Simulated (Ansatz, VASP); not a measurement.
**Two plane-wave programs on C11O**

```
C O
1.0
     3.64732    0.00000    0.00000
    -1.66588    3.93102    0.00000
     0.00000    0.00000   23.18096
C O
11 1
Cartesian
  1.2689 1.3106 4.0000
  0.7125 2.6204 4.0000
  0.4360 3.2761 5.2325
  1.5455 0.6549 5.2325
  1.2651 1.3181 6.4645
  0.7163 2.6129 6.4645
  0.4304 3.2889 7.7020
  1.5511 0.6421 7.7020
  1.2324 1.3933 8.8310
  0.7491 2.5377 8.8310
  0.8159 2.3760 13.1810
  0.8159 2.3760 12.0310
```

Alike in both runs: task single point; functional PBE; dispersion D3(BJ); k mesh 8 × 7 × 1; occupations gaussian, width 0.05 eV; no spin polarisation.

|  | VASP | Ansatz |
| --- | --- | --- |
| version | VASP 6.6.1 | Ansatz 0.2.0 |
| potentials or method | VASP PAW PBE potentials, release 64 (C, O), cutoff 520 eV | scalar-relativistic, plane waves, PAW |
| valence electrons in the cell | 50 | 50 |

Ansatz gave:

```
gap on the k mesh at the Fermi level (eV) : none
rms of the force components (eV/Å)        : 1.671
```

Which values does VASP return?

gap on the k mesh at the Fermi level (eV): none; rms of the force components (eV/Å): 1.634.

A gap of «none» marks a metal or a gap that the smearing closes.

Noted on VASP's run: the standard files for N, O and F lose accuracy on very short bonds.
